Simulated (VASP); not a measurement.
Cl:

```
Cl
1.0
     0.00000    2.22398    2.22398
     2.22398    0.00000    2.22398
     2.22398    2.22398    0.00000
Cl
1
Direct
  0.00000 0.00000 0.00000
```

| Property | Result |
| --- | --- |
| Program | VASP 6.6.1 |
| Task | relaxation of cell and atoms |
| Functional | PBE |
| Potentials or basis | VASP PAW PBE potentials, release 64 (Cl) |
| Cutoff | 600 eV |
| k mesh | 15 × 15 × 15 |
| Occupations | fermi-dirac, width 0.05 eV |
| Spin | no spin polarisation |

At the start: pressure -1.0 GPa; volume 22.00 Å³/atom.

**Question.** Where does the relaxation end?

**Answer.** Over 3 steps the energy falls by 2.5 meV/atom and the volume is 21.24 Å³/atom (-3.5 %); space group Fm-3m (No. 225, to 0.05 Å).

The path:
```
step  energy change (eV)  largest force (eV/Å)  pressure (GPa)  volume (Å³)
   1              0.0000                0.0000           -1.00        22.00
   2             -0.0020                0.0000           -0.47        21.57
   3             -0.0025                0.0000           -0.02        21.24
```

Final structure:
```
Cl
1.0
     0.00000    2.19810    2.19810
     2.19810    0.00000    2.19810
     2.19810    2.19810    0.00000
Cl
1
Direct
  0.00000 0.00000 0.00000
```

Caveat: an odd number of electrons without spin polarisation forces a metal; a magnetic or distorted state may lie lower.
